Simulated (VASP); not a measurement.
# Zr2N (P4_2/mnm) in VASP: a series of runs

The runs below take Zr2N through single point, with r2SCAN.

Program: VASP 6.6.1. These are calculated values, not measurements. Logs are shortened: lines on timing, memory, paths and dates and some standing lists are left out, and cuts for length are marked.

## (1) The cell of the first run

The structure is tetragonal, space group P4_2/mnm (No. 136). The conventional cell has a = 5.417 Å, b = 5.417 Å, c = 3.201 Å, α = 90.00°, β = 90.00°, γ = 90.00°. Zr (site symmetry m2m) has 3 N at 2.23 to 2.27 Å and 11 Zr at 3.12 to 3.20 Å within 3.3 Å. N (site symmetry mmm) has 6 Zr at 2.23 to 2.27 Å within 3.0 Å.

## (2) Single point, r2SCAN (strain +0.000 along x and y, -0.030 along z)

File POSCAR:

```
Zr2N
1.0
    5.4170524539      0.0000000000      0.0000000000
    0.0000000000      5.4170524539      0.0000000000
    0.0000000000      0.0000000000      3.2014311451
Zr N
4 2
Direct
    0.2965720823      0.2965720823      0.0000000000
    0.7034279177      0.7034279177      0.0000000000
    0.7965720823      0.2034279177      0.5000000000
    0.2034279177      0.7965720823      0.5000000000
    0.0000000000      0.0000000000      0.0000000000
    0.5000000000      0.5000000000      0.5000000000
```

File INCAR.step1:

```
ALGO = Normal
EDIFF = 1E-4
ENCUT = 520
GGA = PE
ISMEAR = 0
LASPH = T
LCHARG = F
LREAL = F
LWAVE = T
NBANDS = 38
NELM = 80
PREC = Accurate
SIGMA = 0.15
```

File INCAR.step2:

```
ALGO = Normal
EDIFF = 1E-6
ENCUT = 520
ISIF = 2
ISMEAR = 0
ISTART = 1
LASPH = T
LCHARG = F
LMIXTAU = T
LREAL = F
LWAVE = F
METAGGA = R2SCAN
NBANDS = 38
NELM = 80
PREC = Accurate
SIGMA = 0.15
```

File KPOINTS:

```
k-points
0
Gamma
  10 10 14
```

Potentials or basis: VASP PAW PBE potentials, release 64 (Zr_sv, N).

Run with:

```bash
$ cat potpaw_PBE.64/Zr_sv/POTCAR potpaw_PBE.64/N/POTCAR > POTCAR
$ cp INCAR.step1 INCAR
$ mpirun -np 1 vasp_std > vasp.out
$ cp INCAR.step2 INCAR
$ mpirun -np 1 vasp_std > vasp.out
```

OUTCAR:

```text
EDIFF = 1E-6
   ENCUT = 520
   ISIF = 2
   ISMEAR = 0
   ISTART = 1
   LASPH = T
   LREAL = F
   METAGGA = R2SCAN
   NELM = 80
   PREC = Accurate

 ion  position               nearest neighbor table
   1  0.297  0.297  0.000-   6 2.23   6 2.23   5 2.27   2 3.12   4 3.19   3 3.19   4 3.19   3 3.19
                             4 3.19   4 3.19   3 3.19   3 3.19   2 3.90   2 3.90
   2  0.703  0.703  0.000-   6 2.23   6 2.23   5 2.27   1 3.12   4 3.19   3 3.19   4 3.19   3 3.19
                             3 3.19   3 3.19   4 3.19   4 3.19   1 3.90   1 3.90
   3  0.797  0.203  0.500-   5 2.23   5 2.23   6 2.27   4 3.12   1 3.19   1 3.19   2 3.19   2 3.19
                             2 3.19   2 3.19   1 3.19   1 3.19   4 3.90   4 3.90
   4  0.203  0.797  0.500-   5 2.23   5 2.23   6 2.27   3 3.12   1 3.19   1 3.19   2 3.19   2 3.19
                             1 3.19   1 3.19   2 3.19   2 3.19   3 3.90   3 3.90
   5  0.000  0.000  0.000-   3 2.23   4 2.23   3 2.23   4 2.23   1 2.27   2 2.27
   6  0.500  0.500  0.500-   1 2.23   2 2.23   1 2.23   2 2.23   3 2.27   4 2.27

  LATTYP: Found a simple tetragonal cell.
 ALAT       =     5.4170524539
 C/A-ratio  =     0.5909913504

  Lattice vectors:

 A1 = (   5.4170524539,   0.0000000000,   0.0000000000)
 A2 = (   0.0000000000,   5.4170524539,   0.0000000000)
 A3 = (   0.0000000000,   0.0000000000,   3.2014311451)

Analysis of symmetry for initial positions (statically):
=====================================================================
 Subroutine PRICEL returns:
 Original cell was already a primitive cell.

 Routine SETGRP: Setting up the symmetry group for a
 simple tetragonal supercell.

 Subroutine GETGRP returns: Found 16 space group operations
 (whereof  8 operations were pure point group operations)
 out of a pool of 16 trial point group operations.

The static configuration has the point symmetry D_2h.
 The point group associated with its full space group is D_4h.

Analysis of symmetry for dynamics (positions and initial velocities):
=====================================================================
 Subroutine PRICEL returns:
 Original cell was already a primitive cell.

 Routine SETGRP: Setting up the symmetry group for a
 simple tetragonal supercell.

 Subroutine GETGRP returns: Found 16 space group operations
 (whereof  8 operations were pure point group operations)
 out of a pool of 16 trial point group operations.

The dynamic configuration has the point symmetry D_2h.
 The point group associated with its full space group is D_4h.

 Subroutine INISYM returns: Found 16 space group operations
 (whereof  8 operations are pure point group operations),
 and found     1 'primitive' translations

----------------------------------------------------------------------------------------

                                     Primitive cell

  volume of cell :      93.9443

  direct lattice vectors                    reciprocal lattice vectors
     5.417052454  0.000000000  0.000000000     0.184602237  0.000000000  0.000000000
     0.000000000  5.417052454  0.000000000     0.000000000  0.184602237  0.000000000
     0.000000000  0.000000000  3.201431145     0.000000000  0.000000000  0.312360302

  length of vectors
     5.417052454  5.417052454  3.201431145     0.184602237  0.184602237  0.312360302

  position of ions in fractional coordinates (direct lattice)
     0.296572082  0.296572082  0.000000000
     0.703427918  0.703427918  0.000000000
     0.796572082  0.203427918  0.500000000
     0.203427918  0.796572082  0.500000000
     0.000000000  0.000000000  0.000000000
     0.500000000  0.500000000  0.500000000

  ion indices of the primitive-cell ions
   primitive index   ion index
                 1           1
                 2           2
                 3           3
                 4           4
                 5           5
                 6           6

----------------------------------------------------------------------------------------

 KPOINTS: k-points

Automatic generation of k-mesh.
 Grid dimensions read from file:
 generate k-points for:   10   10   14

 Generating k-lattice:

  Cartesian coordinates                     Fractional coordinates (reciprocal lattice)
     0.018460224  0.000000000  0.000000000     0.100000000  0.000000000  0.000000000
     0.000000000  0.018460224  0.000000000     0.000000000  0.100000000  0.000000000
     0.000000000  0.000000000  0.022311450     0.000000000  0.000000000  0.071428571

  Length of vectors
     0.018460224  0.018460224  0.022311450

  Shift w.r.t. Gamma in fractional coordinates (k-lattice)
     0.000000000  0.000000000  0.000000000

 Subroutine IBZKPT returns following result:
 ===========================================

 Found    168 irreducible k-points:

 Following reciprocal coordinates:
            Coordinates               Weight
  0.000000  0.000000  0.000000      1.000000
  0.100000  0.000000  0.000000      4.000000
  0.200000  0.000000  0.000000      4.000000
  0.300000  0.000000  0.000000      4.000000
  0.400000  0.000000  0.000000      4.000000
  0.500000  0.000000  0.000000      2.000000
[... 16 lines left out ...]
  0.100000  0.000000  0.071429      8.000000
  0.200000  0.000000  0.071429      8.000000
 [... further k-points ...]
   k-points           NKPTS =    168   k-points in BZ     NKDIM =    168   number of bands    NBANDS=     38
   number of dos      NEDOS =    301   number of ions     NIONS =      6
   total plane-waves  NPLWV =  38400
   dimension x,y,z NGX =    40 NGY =   40 NGZ =   24
   dimension x,y,z NGXF=    80 NGYF=   80 NGZF=   48
   ions per type =               4   2
   NGX,Y,Z   is equivalent  to a cutoff of  12.28, 12.28, 12.46 a.u.
   NGXF,Y,Z  is equivalent  to a cutoff of  24.55, 24.55, 24.93 a.u.
 SYSTEM =  unknown system
   PREC   = accura    normal or accurate (medium, high low for compatibility)
   ISTART =      1    job   : 0-new  1-cont  2-samecut
   ICHARG =      0    charge: 1-file 2-atom 10-const
   ISPIN  =      1    spin polarized calculation?
   LNONCOLLINEAR =      F non collinear calculations
   LSORBIT =      F    spin-orbit coupling
   LASPH  =      T    aspherical Exc in radial PAW
   ENCUT  =  520.0 eV  38.22 Ry    6.18 a.u.  10.07 10.07  5.95*2*pi/ulx,y,z
   NELM   =     80;   NELMIN=  2; NELMDL=  0     # of ELM steps
   EDIFF  = 0.1E-05   stopping-criterion for ELM
   LREAL  =      F    real-space projection
   EDIFFG = 0.1E-04   stopping-criterion for IOM
   NSW    =      0    number of steps for IOM
   IBRION =     -1    ionic relax: 0-MD 1-quasi-New 2-CG
   NFREE  =      0    steps in history (QN), initial steepest desc. (CG)
   ISIF   =      2    stress and relaxation
   ISYM   =      2    0-nonsym 1-usesym 2-fastsym
   POTIM  = 0.5000    time-step for ionic-motion
   TEBEG  =    0.0;   TEEND  =   0.0 temperature during run
   PSTRESS=    0.0 pullay stress
   NELECT =      58.0000    total number of electrons
   NUPDOWN=      -1.0000    fix difference up-down
   EMIN   =  10.00;   EMAX   =-10.00  energy-range for DOS
   EFERMI =   0.00;   METHOD = LEGACY
   ISMEAR =     0;   SIGMA  =   0.15  broadening in eV -4-tet -1-fermi 0-gaus
   EFERMI_NEDOS =   21; number of points for ismear=-14 and -15
   IALGO  =     38    algorithm
   IMIX   =      4    mixing-type and parameters
     AMIX     =   0.40;   BMIX     =  1.00
     AMIX_MAG =   1.60;   BMIX_MAG =  1.00
  volume/ion in A,a.u.               =      15.66       105.66
  Fermi-wavevector in a.u.,A,eV,Ry     =   1.393993  2.634266 26.439084  1.943218
  Thomas-Fermi vector in A             =   2.517586
   LORBIT       =      0    0 simple, 1 ext, 2 COOP (PROOUT), +10 PAW based schemes
   METAGGA = R2SCAN    functional components
   LHFCALC =     F    Hartree Fock is set to
   AEXX    =    0.0000 exact exchange contribution
   IVDW    =     0    specifies the selected vdW correction
   LEPSILON=     F    determine dielectric tensor
   LRPA    =     F    only Hartree local field effects (RPA)
 non-spin polarized calculation
 Gauss-broadening in eV      SIGMA  =   0.15
  energy-cutoff  :      520.00
  volume of cell :       93.94
 maximum number of plane-waves:      2560
   NGX = 21   NGY = 21   NGZ = 11

 number of electron      57.9999998 magnetization

 Free energy of the ion-electron system (eV)
  ---------------------------------------------------
  ext. energy  EPLUGINS =         0.00000000
  ---------------------------------------------------
  free energy    TOTEN  =      -117.63277579 eV

  energy without entropy =     -117.60440180  energy(sigma->0) =     -117.61858880

 E-fermi :  10.1164     XC(G=0): -12.7111

 val. band max:       10.1052898018   @ k =   0.3000   0.1000   0.2143
 cond. band min:      10.1167693164   @ k =   0.4000   0.4000   0.2857
 fundamental gap:      0.0114795145
 Fermi energy:        10.1163883201

 k-point     1 :       0.0000    0.0000    0.0000
  band No.  band energies     occupation
      1     -40.2647      2.00000
      2     -40.1060      2.00000
      3     -40.1060      2.00000
      4     -40.0363      2.00000
      5     -18.5966      2.00000
      6     -17.9458      2.00000
[... 30 lines left out ...]
     37      13.0351      0.00000
     38      13.3310      0.00000

 k-point     2 :       0.1000    0.0000    0.0000
  band No.  band energies     occupation
      1     -40.2611      2.00000
      2     -40.1105      2.00000
      3     -40.1040      2.00000
      4     -40.0375      2.00000
      5     -18.5776      2.00000
      6     -17.9403      2.00000
[... 30 lines left out ...]
     37      13.0409      0.00000
     38      13.5405      0.00000

 k-point     3 :       0.2000    0.0000    0.0000
  band No.  band energies     occupation
      1     -40.2507      2.00000
      2     -40.1231      2.00000
      3     -40.0984      2.00000
      4     -40.0412      2.00000
      5     -18.5227      2.00000
      6     -17.9252      2.00000
[... 30 lines left out ...]
     37      13.0259      0.00000
[... 781 lines left out ...]
 k-point    23 :       0.1000    0.0000    0.0714
  band No.  band energies     occupation
      1     -40.2556      2.00000
      2     -40.1077      2.00000
      3     -40.1014      2.00000
      4     -40.0374      2.00000
      5     -18.5599      2.00000
      6     -17.9276      2.00000
[... 30 lines left out ...]
     37      13.0054      0.00000
     38      13.6985      0.00000

 k-point    24 :       0.2000    0.0000    0.0714
  band No.  band energies     occupation
      1     -40.2454      2.00000
      2     -40.1202      2.00000
      3     -40.0960      2.00000
      4     -40.0410      2.00000
      5     -18.5058      2.00000
      6     -17.9130      2.00000
[... 30 lines left out ...]
     37      13.0966      0.00000
     38      14.0403      0.00000

 [... further k-points ...]
[... 5 lines left out ...]
  --------------------------------------------------------------------------------------
  -------------------------------------------------------------------------------------
  Total        1.9393883      1.9393883      7.6278795      0.0000000      0.0000000      0.0000000
  in kB       33.0753993     33.0753993    130.0900737      0.0000000      0.0000000      0.0000000
  external PRESSURE =      65.4136241 kB  Pullay stress =       0.0000000 kB

 VOLUME and BASIS-vectors are now :
 -----------------------------------------------------------------------------
  energy-cutoff  :      520.00
  volume of cell :       93.94
      direct lattice vectors                 reciprocal lattice vectors
     5.417052454  0.000000000  0.000000000     0.184602237  0.000000000  0.000000000
     0.000000000  5.417052454  0.000000000     0.000000000  0.184602237  0.000000000
     0.000000000  0.000000000  3.201431145     0.000000000  0.000000000  0.312360302

 POSITION                                       TOTAL-FORCE (eV/Angst)
 -----------------------------------------------------------------------------------
      1.60655      1.60655      0.00000        -0.038147     -0.038147      0.000000
      3.81051      3.81051      0.00000         0.038147      0.038147     -0.000000
      4.31507      1.10198      1.60072        -0.038147      0.038147     -0.000000
      1.10198      4.31507      1.60072         0.038147     -0.038147      0.000000
      0.00000      0.00000      0.00000         0.000000      0.000000      0.000000
      2.70853      2.70853      1.60072         0.000000      0.000000      0.000000
 -----------------------------------------------------------------------------------
    total drift:                                0.000000      0.000000      0.000000

  FREE ENERGIE OF THE ION-ELECTRON SYSTEM (eV)
  ---------------------------------------------------
  free  energy   TOTEN  =      -117.6327757939 eV

  energy  without entropy=     -117.6044018045  energy(sigma->0) =     -117.61858880
```

Wall time 32 min (1 thread of Oxide Virtual Turin-like, shared host); peak memory 0.5 GiB.

What came out:

| Quantity | Value |
| --- | --- |
| Free energy | -117.6328 eV |
| Pressure | 6.5 GPa |
| Largest force | 0.054 eV/Å |
| Band gap on the k mesh | zero (bands 29 and 30 overlap by 2.66 eV) |

Forces on the atoms (eV/Å):
```
Zr  -0.038 -0.038  0.000
Zr   0.038  0.038  0.000
Zr  -0.038  0.038  0.000
Zr   0.038 -0.038  0.000
N    0.000  0.000  0.000
N    0.000  0.000  0.000
```

Caveat: the cell differs from its parent crystal (strain +0.000 along x and y, -0.030 along z); the stress differs along the axes, from 3 to 13 GPa; the PAW data sets were made with another functional, which shifts forces and pressure a little.

## (3) Single point, r2SCAN (strain -0.030 along x and y, +0.000 along z)

Changes to POSCAR since step 2:

```diff
@@ -2,5 +2,5 @@
 1.0
-    5.4170524539      0.0000000000      0.0000000000
-    0.0000000000      5.4170524539      0.0000000000
-    0.0000000000      0.0000000000      3.2014311451
+    5.2545408803      0.0000000000      0.0000000000
+    0.0000000000      5.2545408803      0.0000000000
+    0.0000000000      0.0000000000      3.3004444795
 Zr N
```

File INCAR.step1:

```
SYSTEM = Zr2N
PREC = Accurate
ENCUT = 520
ISMEAR = 0
SIGMA = 0.15
LREAL = .False.
LASPH = .True.
NELM = 80
NBANDS = 38
GGA = PE
ALGO = Normal
EDIFF = 1E-4
LWAVE = .True.
LCHARG = .False.
```

File INCAR.step2:

```
SYSTEM = Zr2N
PREC = Accurate
ENCUT = 520
EDIFF = 1E-6
ISMEAR = 0
SIGMA = 0.15
LREAL = .False.
LASPH = .True.
NELM = 80
ALGO = Normal
ISIF = 2
LWAVE = .False.
LCHARG = .True.
METAGGA = R2SCAN
LMIXTAU = .True.
LELF = .True.
LVHAR = .True.
NBANDS = 38
ISTART = 1
```

File KPOINTS:

```
regular mesh
0
Gamma
  10 10 14
  0 0 0
```

Potentials or basis: VASP PAW PBE potentials, release 64 (Zr_sv, N).

Run with:

```bash
$ cat potpaw_PBE.64/Zr_sv/POTCAR potpaw_PBE.64/N/POTCAR > POTCAR
$ cp INCAR.step1 INCAR
$ mpirun -np 1 vasp_std > vasp.out
$ cp INCAR.step2 INCAR
$ mpirun -np 1 vasp_std > vasp.out
```

Wall time 62 min (1 thread of Oxide Virtual Turin-like, shared host); peak memory 0.49 GiB.

Results (log left out):

* Free energy: -117.4887 eV
* Pressure: 12.8 GPa
* Largest force: 0.189 eV/Å
* Band gap on the k mesh: zero (bands 29 and 30 overlap by 2.69 eV)

Forces on the atoms (eV/Å):
```
Zr  -0.134 -0.134  0.000
Zr   0.134  0.134  0.000
Zr  -0.134  0.134  0.000
Zr   0.134 -0.134  0.000
N    0.000  0.000  0.000
N    0.000  0.000  0.000
```

Stress tensor (GPa, compression positive):
```
15.31  0.00  0.00
 0.00 15.31  0.00
 0.00  0.00  7.70
```

Levels at points of the mesh, in eV from the Fermi level:
```
           k point  band 26  band 27  band 28  band 29  band 30  band 31  band 32  band 33
(0.00, 0.00, 0.00)    -2.14     0.32     0.64     0.92     1.14     1.14     1.46     1.46
(0.50, 0.00, 0.00)    -2.17    -1.08    -1.08     1.51     1.51     1.59     1.59     2.18
(0.50, 0.50, 0.00)    -1.69    -1.09    -1.09     0.92     0.92     1.63     1.63     1.63
(0.00, 0.00, 0.50)    -1.46    -1.27    -1.27    -1.18    -1.18     2.23     2.23     3.54
(0.50, 0.00, 0.50)    -1.95    -1.03    -1.03    -0.95    -0.95     1.70     1.70     3.80
(0.50, 0.50, 0.50)    -1.82    -0.84    -0.84    -0.37    -0.37     1.29     1.29     2.85
```

Caveat: the cell differs from its parent crystal (strain -0.030 along x and y, +0.000 along z); the stress differs along the axes, from 8 to 15 GPa; the PAW data sets were made with another functional, which shifts forces and pressure a little.
